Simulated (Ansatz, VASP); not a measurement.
One calculation of Nb, two programs

```xyz
1
Lattice="-1.7139 1.7139 1.7139 1.7139 -1.7139 1.7139 1.7139 1.7139 -1.7139" Properties=species:S:1:pos:R:3 pbc="T T T"
Nb    0.0000    0.0000    0.0000
```

Change from the starting cell: strain +0.030 along x and y, +0.030 along z, atoms carried along.

Alike in both runs: task single point; functional PBEsol; k mesh 20 × 20 × 20; occupations gaussian, width 0.15 eV; no spin polarisation.

|  | VASP | Ansatz |
| --- | --- | --- |
| version | VASP 6.6.1 | Ansatz 0.2.0 |
| potentials or method | VASP PAW PBE potentials, release 64 (Nb_sv), cutoff 520 eV | scalar-relativistic, plane waves, PAW |
| valence electrons in the cell | 13 | 13 |

Ansatz gave:

```
gap on the k mesh at the Fermi level (eV) : none
pressure (GPa)                            : -19.5
```

Task: What did VASP give for the same quantities?

Result: gap on the k mesh at the Fermi level (eV): none; pressure (GPa): -19.7.

VASP's potentials were made for PBE, not for PBEsol. A gap of «none» marks a metal or a gap that the smearing closes. The functional is the same, so the differences come from potentials, cutoffs and numerics.
